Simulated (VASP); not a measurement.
# SnTe (F-43m) in VASP: a series of runs

The runs below take SnTe through single point, relaxation of cell and atoms, with PBEsol.

Program: VASP 6.6.1. These are calculated values, not measurements. Logs are shortened: lines on timing, memory, paths and dates and some standing lists are left out, and cuts for length are marked.

### 1 The cell of the first run

The structure is cubic, space group F-43m (No. 216). The conventional cell has a = 6.750 Å, b = 6.750 Å, c = 6.750 Å, α = 90.00°, β = 90.00°, γ = 90.00°. Within 3.8 Å of Sn (site symmetry -43m) lie 4 Te at 2.92 Å. Within 3.8 Å of Te (site symmetry -43m) lie 4 Sn at 2.92 Å.

### 2 Single point, PBEsol

The input, INCAR:

```
  PREC = Accurate
  ENCUT = 500
  EDIFF = 1E-6
  ISMEAR = -1
  SIGMA = 0.1
  LREAL = False
  LASPH = True
  NELM = 120
  ALGO = Normal
  ISIF = 2
  LWAVE = False
  LCHARG = False
  GGA = PS
  NBANDS = 17
  GGA_COMPAT = False
```

The input, KPOINTS:

```
regular mesh
0
Gamma
  6 6 6
```

The input, POSCAR:

```
SnTe
1.0
    0.0000000000      3.3749177824      3.3749177824
    3.3749177824      0.0000000000      3.3749177824
    3.3749177824      3.3749177824      0.0000000000
Sn Te
1 1
Direct
    0.0000000000      0.0000000000      0.0000000000
    0.2500000000      0.2500000000      0.2500000000
```

Potentials or basis: VASP PAW PBE potentials, release 64 (Sn_d, Te).

The run is started by

```bash
$ cat potpaw_PBE.64/Sn_d/POTCAR potpaw_PBE.64/Te/POTCAR > POTCAR
$ mpirun -np 1 vasp_std > vasp.out
```

OUTCAR:

```text
PREC = Accurate
   ENCUT = 500
   EDIFF = 1E-6
   ISMEAR = -1
   LREAL = False
   LASPH = True
   NELM = 120
   ISIF = 2
   GGA = PS

 ion  position               nearest neighbor table
   1  0.000  0.000  0.000-   2 2.92   2 2.92   2 2.92   2 2.92
   2  0.250  0.250  0.250-   1 2.92   1 2.92   1 2.92   1 2.92

  LATTYP: Found a face centered cubic cell.
 ALAT       =     6.7498355648

  Lattice vectors:

 A1 = (   0.0000000000,   3.3749177824,   3.3749177824)
 A2 = (   3.3749177824,   0.0000000000,   3.3749177824)
 A3 = (   3.3749177824,   3.3749177824,   0.0000000000)

Analysis of symmetry for initial positions (statically):
=====================================================================
 Subroutine PRICEL returns:
 Original cell was already a primitive cell.

 Routine SETGRP: Setting up the symmetry group for a
 face centered cubic supercell.

 Subroutine GETGRP returns: Found 24 space group operations
 (whereof 24 operations were pure point group operations)
 out of a pool of 48 trial point group operations.

The static configuration has the point symmetry T_d .

Analysis of symmetry for dynamics (positions and initial velocities):
=====================================================================
 Subroutine PRICEL returns:
 Original cell was already a primitive cell.

 Routine SETGRP: Setting up the symmetry group for a
 face centered cubic supercell.

 Subroutine GETGRP returns: Found 24 space group operations
 (whereof 24 operations were pure point group operations)
 out of a pool of 48 trial point group operations.

The dynamic configuration has the point symmetry T_d .

 Subroutine INISYM returns: Found 24 space group operations
 (whereof 24 operations are pure point group operations),
 and found     1 'primitive' translations

----------------------------------------------------------------------------------------

                                     Primitive cell

  volume of cell :      76.8811

  direct lattice vectors                    reciprocal lattice vectors
     0.000000000  3.374917782  3.374917782    -0.148151757  0.148151757  0.148151757
     3.374917782  0.000000000  3.374917782     0.148151757 -0.148151757  0.148151757
     3.374917782  3.374917782  0.000000000     0.148151757  0.148151757 -0.148151757

  length of vectors
     4.772854500  4.772854500  4.772854500     0.256606371  0.256606371  0.256606371

  position of ions in fractional coordinates (direct lattice)
     0.000000000  0.000000000  0.000000000
     0.250000000  0.250000000  0.250000000

  ion indices of the primitive-cell ions
   primitive index   ion index
                 1           1
                 2           2

----------------------------------------------------------------------------------------

 KPOINTS: regular mesh

Automatic generation of k-mesh.
 Grid dimensions read from file:
 generate k-points for:    6    6    6

 Generating k-lattice:

  Cartesian coordinates                     Fractional coordinates (reciprocal lattice)
    -0.024691960  0.024691960  0.024691960     0.166666667  0.000000000  0.000000000
     0.024691960 -0.024691960  0.024691960     0.000000000  0.166666667  0.000000000
     0.024691960  0.024691960 -0.024691960     0.000000000  0.000000000  0.166666667

  Length of vectors
     0.042767728  0.042767728  0.042767728

  Shift w.r.t. Gamma in fractional coordinates (k-lattice)
     0.000000000  0.000000000  0.000000000

 Subroutine IBZKPT returns following result:
 ===========================================

 Found     16 irreducible k-points:

 Following reciprocal coordinates:
            Coordinates               Weight
  0.000000  0.000000  0.000000      1.000000
  0.166667  0.000000  0.000000      8.000000
  0.333333  0.000000  0.000000      8.000000
  0.500000  0.000000  0.000000      4.000000
  0.166667  0.166667  0.000000      6.000000
  0.333333  0.166667  0.000000     24.000000
[... 8 lines left out ...]
 -0.333333  0.333333  0.166667     24.000000
 -0.333333  0.500000  0.166667     12.000000
   k-points           NKPTS =     16   k-points in BZ     NKDIM =     16   number of bands    NBANDS=     17
   number of dos      NEDOS =    301   number of ions     NIONS =      2
   total plane-waves  NPLWV =  46656
   dimension x,y,z NGX =    36 NGY =   36 NGZ =   36
   dimension x,y,z NGXF=    72 NGYF=   72 NGZF=   72
   ions per type =               1   1
   NGX,Y,Z   is equivalent  to a cutoff of  12.54, 12.54, 12.54 a.u.
   NGXF,Y,Z  is equivalent  to a cutoff of  25.08, 25.08, 25.08 a.u.
 SYSTEM =  unknown system
   PREC   = accura    normal or accurate (medium, high low for compatibility)
   ISTART =      0    job   : 0-new  1-cont  2-samecut
   ICHARG =      2    charge: 1-file 2-atom 10-const
   ISPIN  =      1    spin polarized calculation?
   LNONCOLLINEAR =      F non collinear calculations
   LSORBIT =      F    spin-orbit coupling
   LASPH  =      T    aspherical Exc in radial PAW
   ENCUT  =  500.0 eV  36.75 Ry    6.06 a.u.   8.70  8.70  8.70*2*pi/ulx,y,z
   NELM   =    120;   NELMIN=  2; NELMDL= -5     # of ELM steps
   EDIFF  = 0.1E-05   stopping-criterion for ELM
   LREAL  =      F    real-space projection
   EDIFFG = 0.1E-04   stopping-criterion for IOM
   NSW    =      0    number of steps for IOM
   IBRION =     -1    ionic relax: 0-MD 1-quasi-New 2-CG
   NFREE  =      0    steps in history (QN), initial steepest desc. (CG)
   ISIF   =      2    stress and relaxation
   ISYM   =      2    0-nonsym 1-usesym 2-fastsym
   POTIM  = 0.5000    time-step for ionic-motion
   TEBEG  =    0.0;   TEEND  =   0.0 temperature during run
   PSTRESS=    0.0 pullay stress
   NELECT =      20.0000    total number of electrons
   NUPDOWN=      -1.0000    fix difference up-down
   EMIN   =  10.00;   EMAX   =-10.00  energy-range for DOS
   EFERMI =   0.00;   METHOD = LEGACY
   ISMEAR =    -1;   SIGMA  =   0.10  broadening in eV -4-tet -1-fermi 0-gaus
   EFERMI_NEDOS =   21; number of points for ismear=-14 and -15
   IALGO  =     38    algorithm
   IMIX   =      4    mixing-type and parameters
     AMIX     =   0.40;   BMIX     =  1.00
     AMIX_MAG =   1.60;   BMIX_MAG =  1.00
  volume/ion in A,a.u.               =      38.44       259.41
  Fermi-wavevector in a.u.,A,eV,Ry     =   1.045069  1.974894 14.859864  1.092169
  Thomas-Fermi vector in A             =   2.179849
   LORBIT       =      0    0 simple, 1 ext, 2 COOP (PROOUT), +10 PAW based schemes
   GGA     = PS    functional components
   LHFCALC =     F    Hartree Fock is set to
   AEXX    =    0.0000 exact exchange contribution
   IVDW    =     0    specifies the selected vdW correction
   LEPSILON=     F    determine dielectric tensor
   LRPA    =     F    only Hartree local field effects (RPA)
 non-spin polarized calculation
  energy-cutoff  :      500.00
  volume of cell :       76.88
 maximum number of plane-waves:      1980
   NGX = 17   NGY = 17   NGZ = 17

 number of electron      20.0000007 magnetization

 Free energy of the ion-electron system (eV)
  ---------------------------------------------------
  ext. energy  EPLUGINS =         0.00000000
  ---------------------------------------------------
  free energy    TOTEN  =        -7.46645925 eV

  energy without entropy =       -7.44103672  energy(sigma->0) =       -7.45374798

 E-fermi :   4.9431     XC(G=0):  -8.5017

 val. band max:        4.9160855418   @ k =  -0.3333   0.5000   0.1667
 cond. band min:       5.1901809795   @ k =   0.1667   0.1667   0.0000
 fundamental gap:      0.2740954376
 Fermi energy:         4.9431434692

 k-point     1 :       0.0000    0.0000    0.0000
  band No.  band energies     occupation
      1     -16.8400      2.00000
      2     -16.8400      2.00000
      3     -16.8400      2.00000
      4     -16.8131      2.00000
      5     -16.8131      2.00000
      6      -7.8162      2.00000
[... 9 lines left out ...]
     16      11.3703      0.00000
     17      12.4267      0.00000

 k-point     2 :       0.1667    0.0000    0.0000
  band No.  band energies     occupation
      1     -16.8412      2.00000
      2     -16.8391      2.00000
      3     -16.8391      2.00000
      4     -16.8131      2.00000
      5     -16.8131      2.00000
      6      -7.6488      2.00000
[... 9 lines left out ...]
     16      10.6946      0.00000
     17      11.8690      0.00000

 k-point     3 :       0.3333    0.0000    0.0000
  band No.  band energies     occupation
      1     -16.8436      2.00000
      2     -16.8372      2.00000
      3     -16.8372      2.00000
      4     -16.8129      2.00000
      5     -16.8129      2.00000
      6      -7.2433      2.00000
[... 9 lines left out ...]
     16      10.9186      0.00000
     17      12.7168      0.00000

 k-point     4 :       0.5000    0.0000    0.0000
  band No.  band energies     occupation
      1     -16.8448      2.00000
      2     -16.8363      2.00000
      3     -16.8363      2.00000
      4     -16.8128      2.00000
      5     -16.8128      2.00000
      6      -6.9837      2.00000
[... 9 lines left out ...]
     16      12.0361      0.00000
     17      12.0361      0.00000
[... 183 lines left out ...]
      1     -16.8467      2.00000
      2     -16.8354      2.00000
      3     -16.8342      2.00000
      4     -16.8142      2.00000
      5     -16.8121      2.00000
      6      -6.9232      2.00000
[... 9 lines left out ...]
     16      12.6457      0.00000
     17      13.5806      0.00000

 k-point    15 :      -0.3333    0.3333    0.1667
  band No.  band energies     occupation
      1     -16.8471      2.00000
      2     -16.8353      2.00000
      3     -16.8333      2.00000
      4     -16.8140      2.00000
      5     -16.8123      2.00000
      6      -6.7208      2.00000
[... 9 lines left out ...]
     16      12.3741      0.00000
     17      13.3394      0.00000

 k-point    16 :      -0.3333    0.5000    0.1667
  band No.  band energies     occupation
      1     -16.8488      2.00000
      2     -16.8342      2.00000
      3     -16.8321      2.00000
      4     -16.8147      2.00000
      5     -16.8118      2.00000
      6      -6.6193      2.00000
[... 9 lines left out ...]
     16      13.1363      0.00000
     17      13.1541      0.00000

------------------------ aborting loop because EDIFF is reached ----------------------------------------

  FORCE on cell =-STRESS in cart. coord.  units (eV):
  Direction    XX          YY          ZZ          XY          YZ          ZX
  --------------------------------------------------------------------------------------
  -------------------------------------------------------------------------------------
  Total        2.4003145      2.4003145      2.4003145      0.0000000      0.0000000      0.0000000
  in kB       50.0217792     50.0217792     50.0217792      0.0000000      0.0000000      0.0000000
  external PRESSURE =      50.0217792 kB  Pullay stress =       0.0000000 kB

 VOLUME and BASIS-vectors are now :
 -----------------------------------------------------------------------------
  energy-cutoff  :      500.00
  volume of cell :       76.88
      direct lattice vectors                 reciprocal lattice vectors
     0.000000000  3.374917782  3.374917782    -0.148151757  0.148151757  0.148151757
     3.374917782  0.000000000  3.374917782     0.148151757 -0.148151757  0.148151757
     3.374917782  3.374917782  0.000000000     0.148151757  0.148151757 -0.148151757

 POSITION                                       TOTAL-FORCE (eV/Angst)
 -----------------------------------------------------------------------------------
      0.00000      0.00000      0.00000        -0.000000     -0.000000     -0.000000
      1.68746      1.68746      1.68746         0.000000      0.000000      0.000000
 -----------------------------------------------------------------------------------
    total drift:                               -0.000000     -0.000000     -0.000000

  FREE ENERGIE OF THE ION-ELECTRON SYSTEM (eV)
  ---------------------------------------------------
  free  energy   TOTEN  =        -7.4664592504 eV

  energy  without entropy=       -7.4410367178  energy(sigma->0) =       -7.45374798
```

It took 18 s on 1 thread of AMD EPYC 7R13 (Zen 3), shared host; peak memory 0.17 GiB.

Results:

- Free energy: -7.4665 eV
- Pressure: 5.0 GPa
- Band gap on the k mesh: zero (bands 10 and 11 overlap by 0.35 eV)

Caveat: the cell stands under pressure; semilocal functionals underestimate gaps, and a narrow one can read as zero; the PAW data sets were made with another functional, which shifts forces and pressure a little; spin-orbit coupling is left out, which moves the levels of the heavy elements.

### 3 Relaxation of cell and atoms, PBEsol, target pressure 5 GPa, at which the enthalpy is minimised

This run uses another cell than the first one, of 47.09 Å³/atom.

The input, INCAR:

```
SYSTEM = SnTe
  PREC = Accurate
  ENCUT = 500
  EDIFF = 1E-7
  ISMEAR = -1
  SIGMA = 0.1
  LREAL = .False.
  LASPH = .True.
  NELM = 120
  ALGO = Normal
  ISIF = 3
  LWAVE = .False.
  LCHARG = .False.
  GGA = PS
  IBRION = 2
  NSW = 80
  EDIFFG = -0.01
  PSTRESS = 50.0
  GGA_COMPAT = .False.
  NELMIN = 4
```

The input, KPOINTS:

```
Automatic mesh
0
Gamma
  6 6 6
  0 0 0
```

The input, POSCAR:

```
SnTe
1.0
    0.0000000000      3.6111460000      3.6111460000
    3.6111460000      0.0000000000      3.6111460000
    3.6111460000      3.6111460000      0.0000000000
Sn Te
1 1
Direct
    0.0000000000      0.0000000000      0.0000000000
    0.2500000000      0.2500000000      0.2500000000
```

Potentials or basis: VASP PAW PBE potentials, release 64 (Sn_d, Te).

The run is started by

```bash
$ cat potpaw_PBE.64/Sn_d/POTCAR potpaw_PBE.64/Te/POTCAR > POTCAR
$ mpirun -np 1 vasp_std > vasp.out
```

It took 71 s on 1 thread of AMD EPYC 7R13 (Zen 3), shared host; peak memory 0.22 GiB.

Results (log left out):

- Free energy: -7.4705 eV
- Relaxed volume: 38.47 Å³/atom
- Relaxed cell: a = 4.774 Å, b = 4.774 Å, c = 4.774 Å, α = 60.00°, β = 60.00°, γ = 60.00°
- Space group after relaxing (to 0.1 Å): F-43m (No. 216)
- Energy change on relaxing (the run minimises the enthalpy): +68.0 meV/atom
- Ionic steps: 3
- Pressure after relaxing: 5.0 GPa
- Band gap on the k mesh: zero (bands 10 and 11 overlap by 0.34 eV)

The path:
```csv
step,energy change (eV),largest force (eV/Å),pressure (GPa),volume (Å³)
1,0.0000,0.0000,-1.43,94.18
2,0.4116,0.0000,9.43,70.69
3,0.1360,0.0000,4.99,76.93
```

Final structure:
```cif
data_structure
_symmetry_space_group_name_H-M 'P 1'
_symmetry_Int_Tables_number 1
_cell_length_a 4.7740
_cell_length_b 4.7740
_cell_length_c 4.7740
_cell_angle_alpha 60.000
_cell_angle_beta 60.000
_cell_angle_gamma 60.000
_cell_volume 76.93
loop_
_atom_site_label
_atom_site_type_symbol
_atom_site_fract_x
_atom_site_fract_y
_atom_site_fract_z
_atom_site_occupancy
Sn1 Sn 0.00000 0.00000 0.00000 1
Te1 Te 0.25000 0.25000 0.25000 1
```

Levels at points of the mesh, in eV from the Fermi level:
```tsv
k point	band 7	band 8	band 9	band 10	band 11	band 12	band 13	band 14
(0.00, 0.00, 0.00)	-4.59	-2.44	-2.44	-2.44	0.81	0.81	0.81	3.89
(0.50, 0.00, 0.00)	-7.70	-3.14	-3.14	-2.28	1.71	1.71	4.08	5.52
(0.50, 0.50, 0.00)	-8.13	-4.01	-4.01	-0.86	-0.37	4.68	4.68	5.72
```

Caveat: the cell is relaxed towards a set pressure, so the run minimises the enthalpy, not the energy; the volume moved by over 15 % at a fixed basis, so the end points are rough; semilocal functionals underestimate gaps, and a narrow one can read as zero; the PAW data sets were made with another functional, which shifts forces and pressure a little; spin-orbit coupling is left out, which moves the levels of the heavy elements.

The gap in the log of VASP goes by the Fermi energy; the results here count the filled bands.